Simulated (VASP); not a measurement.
# TiSi16 (a cell with a defect) in VASP: single point with PBE+D3(BJ)

Aim: the single point of TiSi16 (a cell with a defect) with PBE+D3(BJ).

Program: VASP 6.6.1. These are calculated values, not measurements. Logs are shortened: lines on timing, memory, paths and dates and some standing lists are left out, and cuts for length are marked.

## (1) The cell of the first run

The cell holds a defect, 17 atoms: a = 7.679 Å, b = 7.679 Å, c = 7.679 Å, α = 60.00°, β = 60.00°, γ = 60.00°.

## (2) Single point, PBE+D3(BJ)

The input, INCAR:

```
  PREC = Accurate
  ENCUT = 520
  EDIFF = 1E-7
  ISMEAR = -1
  SIGMA = 0.02
  LREAL = Auto
  LASPH = True
  NELM = 80
  ALGO = Normal
  ISIF = 2
  LWAVE = False
  LCHARG = False
  GGA = PE
  IVDW = 12
  NBANDS = 52
```

The input, KPOINTS:

```
Automatic mesh
0
Gamma
  2 2 2
```

The input, POSCAR:

```
TiSi16
1.0
    0.0000000000      5.4300000000      5.4300000000
    5.4300000000      0.0000000000      5.4300000000
    5.4300000000      5.4300000000      0.0000000000
Si Ti
16 1
Direct
    0.0039907144     -0.0119841409      0.0040973597
    0.1287873933      0.1210666423      0.1289562786
   -0.0036452376      0.0007385488      0.5016383980
    0.1289112551      0.1209542557      0.6215138743
    0.0041356492      0.5036038833      0.0043108782
    0.1249696421      0.6249541435      0.1253013755
    0.0042288211      0.5034022386      0.4884523997
    0.1289645622      0.6280791304      0.6216944749
    0.5014577070      0.0007482360     -0.0034534461
    0.6213350442      0.1210183309      0.1290530319
    0.5015609004      0.0007273622      0.5017205951
    0.6253433938      0.1241434166      0.6255593219
    0.4881489687      0.5034961238      0.0044196200
    0.6214771069      0.6280892658      0.1291497646
    0.5016358117      0.4952062152      0.5018309668
    0.6215290035      0.6280578288      0.6217664905
    0.8750656642      0.3747605191      0.8753107162
```

Potentials or basis: VASP PAW PBE potentials, release 64 (Si, Ti_sv).

Command:

```bash
$ cat potpaw_PBE.64/Si/POTCAR potpaw_PBE.64/Ti_sv/POTCAR > POTCAR
$ mpirun -np 1 vasp_std > vasp.out
```

OUTCAR:

```text
PREC = Accurate
   ENCUT = 520
   EDIFF = 1E-7
   ISMEAR = -1
   LREAL = Auto
   LASPH = True
   NELM = 80
   ISIF = 2
   GGA = PE
   IVDW = 12
 IVDW          = 12

 ion  position               nearest neighbor table
   1  0.004  0.988  0.004-   6 2.28   4 2.40  10 2.40   2 2.40  17 2.42
   2  0.129  0.121  0.129-   9 2.34   3 2.34   5 2.40   1 2.40  17 2.76
   3  0.996  0.001  0.502-  12 2.33   4 2.34   8 2.34   2 2.34
   4  0.129  0.121  0.622-   3 2.34  11 2.34   7 2.40   1 2.40  17 2.76
   5  0.004  0.504  0.004-   6 2.28   2 2.40   8 2.40  14 2.40  17 2.43
   6  0.125  0.625  0.125-   1 2.28   7 2.28   5 2.28  13 2.28
   7  0.004  0.503  0.488-   6 2.28   4 2.40   8 2.40  16 2.40  17 2.43
   8  0.129  0.628  0.622-   3 2.34  15 2.34   5 2.40   7 2.40  17 2.75
   9  0.501  0.001  0.997-  12 2.33  10 2.34  14 2.34   2 2.34
  10  0.621  0.121  0.129-   9 2.34  11 2.34  13 2.40   1 2.40  17 2.76
  11  0.502  0.001  0.502-  12 2.33   4 2.34  10 2.34  16 2.34
  12  0.625  0.124  0.626-   9 2.33   3 2.33  11 2.33  15 2.33
  13  0.488  0.503  0.004-   6 2.28  10 2.40  14 2.40  16 2.40  17 2.43
  14  0.621  0.628  0.129-   9 2.34  15 2.34  13 2.40   5 2.40  17 2.75
  15  0.502  0.495  0.502-  12 2.33   8 2.34  16 2.34  14 2.34
  16  0.622  0.628  0.622-  11 2.34  15 2.34  13 2.40   7 2.40  17 2.75
  17  0.875  0.375  0.875-   1 2.42   7 2.43   5 2.43  13 2.43  16 2.75  14 2.75   8 2.75   2 2.76
                            10 2.76   4 2.76

  LATTYP: Found a face centered cubic cell.
 ALAT       =    10.8600000000

  Lattice vectors:

 A1 = (   0.0000000000,   5.4300000000,   5.4300000000)
 A2 = (   5.4300000000,   0.0000000000,   5.4300000000)
 A3 = (   5.4300000000,   5.4300000000,   0.0000000000)

Analysis of symmetry for initial positions (statically):
=====================================================================
 Subroutine PRICEL returns:
 Original cell was already a primitive cell.

 Routine SETGRP: Setting up the symmetry group for a
 face centered cubic supercell.

 Subroutine GETGRP returns: Found  1 space group operations
 (whereof  1 operations were pure point group operations)
 out of a pool of 48 trial point group operations.

The static configuration has the point symmetry C_1 .

Analysis of symmetry for dynamics (positions and initial velocities):
=====================================================================
 Subroutine PRICEL returns:
 Original cell was already a primitive cell.

 Routine SETGRP: Setting up the symmetry group for a
 face centered cubic supercell.

 Subroutine GETGRP returns: Found  1 space group operations
 (whereof  1 operations were pure point group operations)
 out of a pool of 48 trial point group operations.

The dynamic configuration has the point symmetry C_1 .

 Subroutine INISYM returns: Found  1 space group operations
 (whereof  1 operations are pure point group operations),
 and found     1 'primitive' translations

----------------------------------------------------------------------------------------

                                     Primitive cell

  volume of cell :     320.2060

  direct lattice vectors                    reciprocal lattice vectors
     0.000000000  5.430000000  5.430000000    -0.092081031  0.092081031  0.092081031
     5.430000000  0.000000000  5.430000000     0.092081031 -0.092081031  0.092081031
     5.430000000  5.430000000  0.000000000     0.092081031  0.092081031 -0.092081031

  length of vectors
     7.679179644  7.679179644  7.679179644     0.159489025  0.159489025  0.159489025

  position of ions in fractional coordinates (direct lattice)
     0.003990714  0.988015859  0.004097360
     0.128787393  0.121066642  0.128956279
     0.996354762  0.000738549  0.501638398
     0.128911255  0.120954256  0.621513874
     0.004135649  0.503603883  0.004310878
     0.124969642  0.624954143  0.125301376
[... 9 lines left out ...]
     0.621529004  0.628057829  0.621766491
     0.875065664  0.374760519  0.875310716

  ion indices of the primitive-cell ions
   primitive index   ion index
                 1           1
                 2           2
                 3           3
                 4           4
                 5           5
                 6           6
[... 9 lines left out ...]
                16          16
                17          17

----------------------------------------------------------------------------------------

 KPOINTS: Automatic mesh

Automatic generation of k-mesh.
 Grid dimensions read from file:
 generate k-points for:    2    2    2

 Generating k-lattice:

  Cartesian coordinates                     Fractional coordinates (reciprocal lattice)
    -0.046040516  0.046040516  0.046040516     0.500000000  0.000000000  0.000000000
     0.046040516 -0.046040516  0.046040516     0.000000000  0.500000000  0.000000000
     0.046040516  0.046040516 -0.046040516     0.000000000  0.000000000  0.500000000

  Length of vectors
     0.079744512  0.079744512  0.079744512

  Shift w.r.t. Gamma in fractional coordinates (k-lattice)
     0.000000000  0.000000000  0.000000000

 Subroutine IBZKPT returns following result:
 ===========================================

 Found      8 irreducible k-points:

 Following reciprocal coordinates:
            Coordinates               Weight
  0.000000  0.000000  0.000000      1.000000
  0.500000  0.000000  0.000000      1.000000
  0.000000  0.500000  0.000000      1.000000
  0.000000  0.000000  0.500000      1.000000
  0.500000  0.500000  0.500000      1.000000
  0.500000  0.500000  0.000000      1.000000
  0.000000  0.500000  0.500000      1.000000
  0.500000  0.000000  0.500000      1.000000
   k-points           NKPTS =      8   k-points in BZ     NKDIM =      8   number of bands    NBANDS=     52
   number of dos      NEDOS =    301   number of ions     NIONS =     17
   total plane-waves  NPLWV = 216000
   dimension x,y,z NGX =    60 NGY =   60 NGZ =   60
   dimension x,y,z NGXF=   120 NGYF=  120 NGZF=  120
   ions per type =              16   1
   NGX,Y,Z   is equivalent  to a cutoff of  12.99, 12.99, 12.99 a.u.
   NGXF,Y,Z  is equivalent  to a cutoff of  25.98, 25.98, 25.98 a.u.
 SYSTEM =  unknown system
   PREC   = accura    normal or accurate (medium, high low for compatibility)
   ISTART =      0    job   : 0-new  1-cont  2-samecut
   ICHARG =      2    charge: 1-file 2-atom 10-const
   ISPIN  =      1    spin polarized calculation?
   LNONCOLLINEAR =      F non collinear calculations
   LSORBIT =      F    spin-orbit coupling
   LASPH  =      T    aspherical Exc in radial PAW
   ENCUT  =  520.0 eV  38.22 Ry    6.18 a.u.  14.28 14.28 14.28*2*pi/ulx,y,z
   NELM   =     80;   NELMIN=  2; NELMDL= -5     # of ELM steps
   EDIFF  = 0.1E-06   stopping-criterion for ELM
   LREAL  =      T    real-space projection
   EDIFFG = 0.1E-05   stopping-criterion for IOM
   NSW    =      0    number of steps for IOM
   IBRION =     -1    ionic relax: 0-MD 1-quasi-New 2-CG
   NFREE  =      0    steps in history (QN), initial steepest desc. (CG)
   ISIF   =      2    stress and relaxation
   ISYM   =      2    0-nonsym 1-usesym 2-fastsym
   POTIM  = 0.5000    time-step for ionic-motion
   TEBEG  =    0.0;   TEEND  =   0.0 temperature during run
   PSTRESS=    0.0 pullay stress
   NELECT =      76.0000    total number of electrons
   NUPDOWN=      -1.0000    fix difference up-down
   EMIN   =  10.00;   EMAX   =-10.00  energy-range for DOS
   EFERMI =   0.00;   METHOD = LEGACY
   ISMEAR =    -1;   SIGMA  =   0.02  broadening in eV -4-tet -1-fermi 0-gaus
   EFERMI_NEDOS =   21; number of points for ismear=-14 and -15
   IALGO  =     38    algorithm
   IMIX   =      4    mixing-type and parameters
     AMIX     =   0.40;   BMIX     =  1.00
     AMIX_MAG =   1.60;   BMIX_MAG =  1.00
  volume/ion in A,a.u.               =      18.84       127.11
  Fermi-wavevector in a.u.,A,eV,Ry     =   1.013607  1.915439 13.978610  1.027399
  Thomas-Fermi vector in A             =   2.146786
   LORBIT       =      0    0 simple, 1 ext, 2 COOP (PROOUT), +10 PAW based schemes
   GGA     = PE    functional components
   LHFCALC =     F    Hartree Fock is set to
   AEXX    =    0.0000 exact exchange contribution
   IVDW    =    12    specifies the selected vdW correction
   LEPSILON=     F    determine dielectric tensor
   LRPA    =     F    only Hartree local field effects (RPA)
 non-spin polarized calculation
  energy-cutoff  :      520.00
  volume of cell :      320.21
 maximum number of plane-waves:      8646
 NGX is ok and might be reduce to    60
   NGX = 29   NGY = 29   NGZ = 29

 number of electron      75.9999998 magnetization

 Free energy of the ion-electron system (eV)
  ---------------------------------------------------
  ext. energy  EPLUGINS =         0.00000000
  ---------------------------------------------------
  free energy    TOTEN  =       -92.21282672 eV

  energy without entropy =      -92.18621632  energy(sigma->0) =      -92.19952152

 E-fermi :   6.9362     XC(G=0):  -9.7514

 val. band max:        6.9041003989   @ k =   0.5000   0.0000   0.5000
 cond. band min:       6.9632905025   @ k =   0.5000   0.5000   0.5000
 fundamental gap:      0.0591901036
 Fermi energy:         6.9361880267

 k-point     1 :       0.0000    0.0000    0.0000
  band No.  band energies     occupation
      1     -49.8750      2.00000
      2     -26.2491      2.00000
      3     -26.2484      2.00000
      4     -26.2467      2.00000
      5      -5.7186      2.00000
      6      -3.5031      2.00000
[... 42 lines left out ...]
     49       8.1781      0.00000
     50       8.4920      0.00000

 k-point     2 :       0.5000    0.0000    0.0000
  band No.  band energies     occupation
      1     -49.8750      2.00000
      2     -26.2491      2.00000
      3     -26.2484      2.00000
      4     -26.2467      2.00000
      5      -5.0065      2.00000
      6      -4.8039      2.00000
[... 42 lines left out ...]
     49       9.2760      0.00000
     50       9.8863      0.00000

 k-point     3 :       0.0000    0.5000    0.0000
  band No.  band energies     occupation
      1     -49.8750      2.00000
      2     -26.2491      2.00000
      3     -26.2484      2.00000
      4     -26.2467      2.00000
      5      -5.0059      2.00000
      6      -4.8045      2.00000
[... 42 lines left out ...]
     49       9.2775      0.00000
     50       9.8862      0.00000

 k-point     4 :       0.0000    0.0000    0.5000
  band No.  band energies     occupation
      1     -49.8750      2.00000
      2     -26.2491      2.00000
      3     -26.2484      2.00000
      4     -26.2467      2.00000
      5      -5.0064      2.00000
      6      -4.8041      2.00000
[... 42 lines left out ...]
     49       9.2764      0.00000
     50       9.8862      0.00000

 k-point     5 :       0.5000    0.5000    0.5000
  band No.  band energies     occupation
      1     -49.8750      2.00000
      2     -26.2491      2.00000
      3     -26.2484      2.00000
      4     -26.2467      2.00000
      5      -5.0065      2.00000
      6      -4.8039      2.00000
[... 42 lines left out ...]
     49       9.2763      0.00000
     50       9.8862      0.00000

 k-point     6 :       0.5000    0.5000    0.0000
  band No.  band energies     occupation
      1     -49.8750      2.00000
      2     -26.2491      2.00000
      3     -26.2484      2.00000
      4     -26.2467      2.00000
      5      -4.6828      2.00000
      6      -4.6044      2.00000
[... 42 lines left out ...]
     49       9.8678      0.00000
     50      10.5443      0.00000

 k-point     7 :       0.0000    0.5000    0.5000
  band No.  band energies     occupation
      1     -49.8750      2.00000
      2     -26.2491      2.00000
      3     -26.2484      2.00000
      4     -26.2467      2.00000
      5      -4.6830      2.00000
      6      -4.6043      2.00000
[... 42 lines left out ...]
     49       9.8677      0.00000
     50      10.5441      0.00000

 k-point     8 :       0.5000    0.0000    0.5000
  band No.  band energies     occupation
      1     -49.8750      2.00000
      2     -26.2491      2.00000
      3     -26.2484      2.00000
      4     -26.2467      2.00000
      5      -4.6825      2.00000
      6      -4.6048      2.00000
[... 42 lines left out ...]
     49       9.8680      0.00000
     50      10.5449      0.00000
 [bands above 50 left out]

------------------------ aborting loop because EDIFF is reached ----------------------------------------

 Edisp (eV)   -5.83776

 E8    (eV) :    -2.4422

  FORCE on cell =-STRESS in cart. coord.  units (eV):
  Direction    XX          YY          ZZ          XY          YZ          ZX
  --------------------------------------------------------------------------------------
  -------------------------------------------------------------------------------------
  Total       1.89692     1.92770     1.90430     0.00488    -0.00508    -0.00826
  in kB       9.49138     9.64542     9.52833     0.02441    -0.02543    -0.04131
  external pressure =        9.56 kB  Pullay stress =        0.00 kB

 VOLUME and BASIS-vectors are now :
 -----------------------------------------------------------------------------
  energy-cutoff  :      520.00
  volume of cell :      320.21
      direct lattice vectors                 reciprocal lattice vectors
     0.000000000  5.430000000  5.430000000    -0.092081031  0.092081031  0.092081031
     5.430000000  0.000000000  5.430000000     0.092081031 -0.092081031  0.092081031
     5.430000000  5.430000000  0.000000000     0.092081031  0.092081031 -0.092081031

 POSITION                                       TOTAL-FORCE (eV/Angst)
 -----------------------------------------------------------------------------------
      5.38717      0.04392      5.38660        -0.036777      0.038591     -0.036935
      1.35762      1.39955      1.35671         0.000323     -0.056246      0.000100
      2.72791      8.13410      5.41422         0.034184     -0.034031     -0.031464
      4.03160      4.07481      1.35677         0.054942      0.000812     -0.000185
      2.75798      0.04586      2.75703         0.037285      0.038269      0.036979
      4.07389      1.35897      4.07209        -0.001710     -0.001781      0.000356
[... 9 lines left out ...]
      6.78655      6.75109      6.78526        -0.001457      0.054932     -0.001740
      6.78789      9.50454      6.78656         0.001311      0.008423     -0.004893
 -----------------------------------------------------------------------------------
    total drift:                                0.004313      0.005202     -0.002031

  FREE ENERGIE OF THE ION-ELECTRON SYSTEM (eV)
  ---------------------------------------------------
  free  energy   TOTEN  =       -98.0505847046 eV

  energy  without entropy=      -98.0239743049  energy(sigma->0) =      -98.03727950
```

It took 2.1 min on 1 thread of Intel Xeon 6975P-C (Granite Rapids), shared host; peak memory 0.48 GiB.

Results:

| Item | Value |
| --- | --- |
| Free energy | -98.0506 eV |
| Pressure | 1.0 GPa |
| Largest force | 0.067 eV/Å |
| Band gap on the k mesh | zero (band 38 reaches 6.96 eV, above the bottom of band 39 at 6.53 eV) |
| Dispersion energy per atom | -0.343 eV |

Forces in eV/Å, atoms in the order of the input:
```
Si  -0.037  0.039 -0.037
Si   0.000 -0.056  0.000
Si   0.034 -0.034 -0.031
Si   0.055  0.001  0.000
Si   0.037  0.038  0.037
Si  -0.002 -0.002  0.000
Si  -0.038 -0.039  0.039
Si  -0.002  0.002 -0.056
Si  -0.031 -0.034  0.033
Si   0.001  0.001  0.056
Si   0.035  0.032  0.035
Si   0.000 -0.008  0.004
Si   0.038 -0.037 -0.038
Si  -0.057  0.002 -0.002
Si  -0.034  0.032 -0.033
Si  -0.001  0.055 -0.002
Ti   0.001  0.008 -0.005
```

Caveat: the k points lie up to 0.50 Å⁻¹ apart.
